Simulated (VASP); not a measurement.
# MoS2 (R3m) in VASP: further runs, part 2 of 2

VASP 6.6.1. Earlier steps stand in the parts before.

### Step 4. Electric field gradients, LDA (zz strain of -2 %)

INCAR

```
  PREC = Accurate
  ENCUT = 520
  EDIFF = 1E-8
  ISMEAR = -1
  SIGMA = 0.05
  LREAL = F
  LASPH = T
  NELM = 60
  ALGO = Normal
  ISIF = 2
  LWAVE = F
  LCHARG = F
  GGA = CA
  LEFG = T
  NBANDS = 20
```

KPOINTS

```
regular mesh
0
Gamma
  15 15 15
```

POSCAR

```
MoS2
1.0
    1.5815003568      0.9130796567      6.0008634000
   -1.5815003568      0.9130796567      6.0008634000
    0.0000000000     -1.8261593134      6.0008634000
Mo S
1 2
Direct
    0.0000000000      0.0000000000      0.0000000000
    0.7484000000      0.7484000000      0.7484000000
    0.5849000000      0.5849000000      0.5849000000
```

Potentials or basis: VASP PAW LDA potentials, release 64 (Mo_sv, S).

On the command line:

```console
$ cat potpaw_LDA.64/Mo_sv/POTCAR potpaw_LDA.64/S/POTCAR > POTCAR
$ mpirun -np 1 vasp_std > vasp.out
```

OUTCAR:

```text
PREC = Accurate
   ENCUT = 520
   EDIFF = 1E-8
   ISMEAR = -1
   LREAL = F
   LASPH = T
   NELM = 60
   ISIF = 2
   GGA = CA

 ion  position               nearest neighbor table
   1  0.000  0.000  0.000-   2 2.35   2 2.35   2 2.35   3 2.35   3 2.35   3 2.35
   2  0.748  0.748  0.748-   1 2.35   1 2.35   1 2.35
   3  0.585  0.585  0.585-   1 2.35   1 2.35   1 2.35

  LATTYP: Found a trigonal (rhomboedric) cell.
 ALAT       =     6.2725767738
 COS(alpha) =     0.8728616377

  Lattice vectors:

 A1 = (   1.5815003568,   0.9130796567,   6.0008634000)
 A2 = (  -1.5815003568,   0.9130796567,   6.0008634000)
 A3 = (   0.0000000000,  -1.8261593134,   6.0008634000)

Analysis of symmetry for initial positions (statically):
=====================================================================
 Subroutine PRICEL returns:
 Original cell was already a primitive cell.

 Routine SETGRP: Setting up the symmetry group for a
 trigonal (rhombohedral) supercell.

 Subroutine GETGRP returns: Found  6 space group operations
 (whereof  6 operations were pure point group operations)
 out of a pool of 12 trial point group operations.

The static configuration has the point symmetry C_3v.

Analysis of symmetry for dynamics (positions and initial velocities):
=====================================================================
 Subroutine PRICEL returns:
 Original cell was already a primitive cell.

 Routine SETGRP: Setting up the symmetry group for a
 trigonal (rhombohedral) supercell.

 Subroutine GETGRP returns: Found  6 space group operations
 (whereof  6 operations were pure point group operations)
 out of a pool of 12 trial point group operations.

The dynamic configuration has the point symmetry C_3v.

 Subroutine INISYM returns: Found  6 space group operations
 (whereof  6 operations are pure point group operations),
 and found     1 'primitive' translations

----------------------------------------------------------------------------------------

                                     Primitive cell

  volume of cell :      51.9928

  direct lattice vectors                    reciprocal lattice vectors
     1.581500357  0.913079657  6.000863400     0.316155477  0.182532450  0.055547562
    -1.581500357  0.913079657  6.000863400    -0.316155477  0.182532450  0.055547562
     0.000000000 -1.826159313  6.000863400     0.000000000 -0.365064900  0.055547562

  length of vectors
     6.272576774  6.272576774  6.272576774     0.369266723  0.369266723  0.369266723

  position of ions in fractional coordinates (direct lattice)
     0.000000000  0.000000000  0.000000000
     0.748400000  0.748400000  0.748400000
     0.584900000  0.584900000  0.584900000

  ion indices of the primitive-cell ions
   primitive index   ion index
                 1           1
                 2           2
                 3           3

----------------------------------------------------------------------------------------

[... 72 lines left out ...]
   NSW    =      0    number of steps for IOM
   IBRION =     -1    ionic relax: 0-MD 1-quasi-New 2-CG
   NFREE  =      0    steps in history (QN), initial steepest desc. (CG)
   ISIF   =      2    stress and relaxation
   ISYM   =      2    0-nonsym 1-usesym 2-fastsym
   POTIM  = 0.5000    time-step for ionic-motion
   TEBEG  =    0.0;   TEEND  =   0.0 temperature during run
   PSTRESS=    0.0 pullay stress
   NELECT =      26.0000    total number of electrons
   NUPDOWN=      -1.0000    fix difference up-down
   EMIN   =  10.00;   EMAX   =-10.00  energy-range for DOS
   EFERMI =   0.00;   METHOD = LEGACY
   ISMEAR =    -1;   SIGMA  =   0.05  broadening in eV -4-tet -1-fermi 0-gaus
   EFERMI_NEDOS =   21; number of points for ismear=-14 and -15
   IALGO  =     38    algorithm
   IMIX   =      4    mixing-type and parameters
     AMIX     =   0.40;   BMIX     =  1.00
     AMIX_MAG =   1.60;   BMIX_MAG =  1.00
  volume/ion in A,a.u.               =      17.33       116.95
  Fermi-wavevector in a.u.,A,eV,Ry     =   1.299426  2.455560 22.973553  1.688509
  Thomas-Fermi vector in A             =   2.430691
   LORBIT       =      0    0 simple, 1 ext, 2 COOP (PROOUT), +10 PAW based schemes
   GGA     = CA    functional components
   LHFCALC =     F    Hartree Fock is set to
   AEXX    =    0.0000 exact exchange contribution
   IVDW    =     0    specifies the selected vdW correction
   LEPSILON=     F    determine dielectric tensor
   LRPA    =     F    only Hartree local field effects (RPA)
 non-spin polarized calculation
  energy-cutoff  :      520.00
  volume of cell :       51.99
 maximum number of plane-waves:      1418
   NGX = 23   NGY = 23   NGZ = 23

 number of electron      26.0000001 magnetization

 Free energy of the ion-electron system (eV)
  ---------------------------------------------------
  ext. energy  EPLUGINS =         0.00000000
  ---------------------------------------------------
  free energy    TOTEN  =       -24.36501402 eV

  energy without entropy =      -24.36490018  energy(sigma->0) =      -24.36495710

 E-fermi :   8.2287     XC(G=0): -11.2051

 val. band max:        8.1172936373   @ k =   0.4667   0.4667   0.4667
 cond. band min:       8.4491393396   @ k =  -0.2667   0.4000   0.0667
 fundamental gap:      0.3318457023
 Fermi energy:         8.2287266116

 k-point     1 :       0.0000    0.0000    0.0000
  band No.  band energies     occupation
      1     -53.4073      2.00000
      2     -27.7948      2.00000
      3     -27.5748      2.00000
      4     -27.5748      2.00000
      5      -7.4927      2.00000
      6      -5.4600      2.00000
[... 541 lines left out ...]
     19      16.4593      0.00000
     20      16.8093      0.00000

 [... further k-points ...]
[... 5 lines left out ...]
  --------------------------------------------------------------------------------------
  -------------------------------------------------------------------------------------
  Total        0.4921373      0.4921373      4.0824707      0.0000000      0.0000000      0.0000000
  in kB       15.1654023     15.1654023    125.8029146      0.0000000      0.0000000      0.0000000
  external PRESSURE =      52.0445731 kB  Pullay stress =       0.0000000 kB

 VOLUME and BASIS-vectors are now :
 -----------------------------------------------------------------------------
  energy-cutoff  :      520.00
  volume of cell :       51.99
      direct lattice vectors                 reciprocal lattice vectors
     1.581500357  0.913079657  6.000863400     0.316155477  0.182532450  0.055547562
    -1.581500357  0.913079657  6.000863400    -0.316155477  0.182532450  0.055547562
     0.000000000 -1.826159313  6.000863400     0.000000000 -0.365064900  0.055547562

 POSITION                                       TOTAL-FORCE (eV/Angst)
 -----------------------------------------------------------------------------------
      0.00000      0.00000      0.00000         0.000000      0.000000     -0.003055
      0.00000      0.00000     13.47314         0.000000     -0.000000      1.500792
      0.00000      0.00000     10.52972         0.000000     -0.000000     -1.497738
 -----------------------------------------------------------------------------------
    total drift:                                0.000000      0.000000      0.000032

  FREE ENERGIE OF THE ION-ELECTRON SYSTEM (eV)
  ---------------------------------------------------
  free  energy   TOTEN  =       -24.3650140188 eV

  energy  without entropy=      -24.3649001798  energy(sigma->0) =      -24.36495710

 Electric field gradients (V/A^2)
---------------------------------------------------------------------
 ion       V_xx      V_yy      V_zz      V_xy      V_xz      V_yz
---------------------------------------------------------------------
   1      52.406    52.406  -104.811     0.000    -0.000    -0.000
   2      34.096    34.096   -68.193     0.000    -0.000    -0.000
   3      33.201    33.201   -66.403     0.000     0.000     0.000
---------------------------------------------------------------------

 Electric field gradients after diagonalization (V/A^2)
 (convention: |V_zz| > |V_xx| > |V_yy|)
----------------------------------------------------------------------
 ion       V_xx      V_yy      V_zz     asymmetry (V_yy - V_xx)/ V_zz
----------------------------------------------------------------------
   1      52.406    52.406  -104.811       0.000
   2      34.096    34.096   -68.193       0.000
   3      33.201    33.201   -66.403       0.000
----------------------------------------------------------------------

           NMR quadrupolar parameters

 Cq : quadrupolar parameter    Cq=e*Q*V_zz/h
 eta: asymmetry parameters     (V_yy - V_xx)/ V_zz
 Q  : nuclear electric quadrupole moment in mb (millibarn)
----------------------------------------------------------------------
 ion       Cq(MHz)       eta       Q (mb)
----------------------------------------------------------------------
   1      -0.253       0.000       1.000
   2      -0.165       0.000       1.000
   3      -0.161       0.000       1.000
----------------------------------------------------------------------
```

stdout:

```text
POSCAR found type information on POSCAR MoS
 POSCAR found :  2 types and       3 ions
 scaLAPACK will be used
 LDA part: xc-table for (Slater(with rela. corr.)+CA(PZ))
 , standard interpolation
 POSCAR, INCAR and KPOINTS ok, starting setup
 FFT: planning ... GRIDC
 FFT: planning ... GRID_SOFT
 FFT: planning ... GRID
 WAVECAR not read
 entering main loop
ion   1

ion   2

ion   3
```

Wall time 6.2 min (1 thread of Intel Xeon 6975P-C (Granite Rapids), shared host); peak memory 0.5 GiB.

Results:

```
Free energy                             : -24.3650 eV
Pressure                                : 5.2 GPa
Largest force                           : 1.501 eV/Å
Band gap on the k mesh                  : 0.33 eV (least direct gap 1.57 eV)
Largest electric field gradient by atom : Mo -104.8; S -68.2, -66.4 V/Å²
```

Forces on the atoms (eV/Å):
```
Mo   0.000  0.000 -0.003
S    0.000  0.000  1.501
S    0.000  0.000 -1.498
```

Electric field gradients, principal values (V/Å²):
```csv
atom,least,middle,greatest (by size)
1 Mo,52.406,52.406,-104.811
2 S,34.096,34.096,-68.193
3 S,33.201,33.201,-66.403
```

Caveat: the cell differs from its parent crystal (zz strain of -2 %); the cell stands under pressure; without QUAD_EFG the Cq values of the log hold for a quadrupole moment of 1 mb, not for the nuclei; an odd mesh through Γ misses points on the zone boundary, where band edges can lie; forces of over 1 eV/Å act on the atoms, so gaps and moduli don't describe the material at rest.

### Step 5. Overview

| cell | gap on the mesh (eV) | pressure (GPa) | largest force (eV/Å) |
| --- | --- | --- | --- |
| a = 6.259 Å, angles 28.7°, 3 atoms | 0.60 | 13.1 | 2.08 |
| a = 6.347 Å, angles 28.7°, 3 atoms | 0.62 | 5.0 | 1.22 |
| a = 6.273 Å, angles 29.2°, 3 atoms | 0.33 | 5.2 | 1.50 |

Alike in all rows: task electric field gradients; level LDA; potentials or basis VASP PAW LDA potentials, release 64 (Mo_sv, S); no spin polarisation; k mesh 15 × 15 × 15; cutoff (eV) 520; smearing fermi-dirac 0.05 eV.

Caveats: the cell stands under pressure; an odd mesh through Γ misses points on the zone boundary, where band edges can lie; forces of over 1 eV/Å act on the atoms, so gaps and moduli don't describe the material at rest.

Absolute energies hang on the potentials; compare differences alone.
